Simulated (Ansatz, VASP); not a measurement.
**KI in VASP and in Ansatz**

```
K I
1.0
     0.00000    3.50265    3.50265
     3.50265    0.00000    3.50265
     3.50265    3.50265    0.00000
K I
1 1
Direct
  0.00000 0.00000 0.00000
  0.50000 0.50000 0.50000
```

Alike in both runs: functional r2SCAN; dispersion rVV10; k mesh 4 × 4 × 4; no spin polarisation.

Ansatz relaxed the structure, and its values are those at the end. VASP's run is a single point on that final structure, the one shown.

|  | VASP | Ansatz |
| --- | --- | --- |
| version | VASP 6.6.1 | Ansatz 0.2.0 |
| potentials or method | VASP PAW PBE potentials, release 64 (K_sv, I) | plane waves, PAW |
| plane-wave cutoff (eV) | 520 | 500 |
| occupations | gaussian, width 0.01 eV | fixed |
| valence electrons in the cell | 16 | 26 |

Ansatz gave:

| Property | Result |
| --- | --- |
| pressure (GPa) | 0.0 |

**Question.** What did VASP give for the same quantities?

**Answer.** Pressure (GPa): 0.1.

VASP's potentials were made for PBE, not for r2SCAN. VASP's potentials hold 16 valence electrons a cell and Ansatz's 26, so a difference there can come from the potentials and not from the codes.

Neither program's run includes spin-orbit coupling.
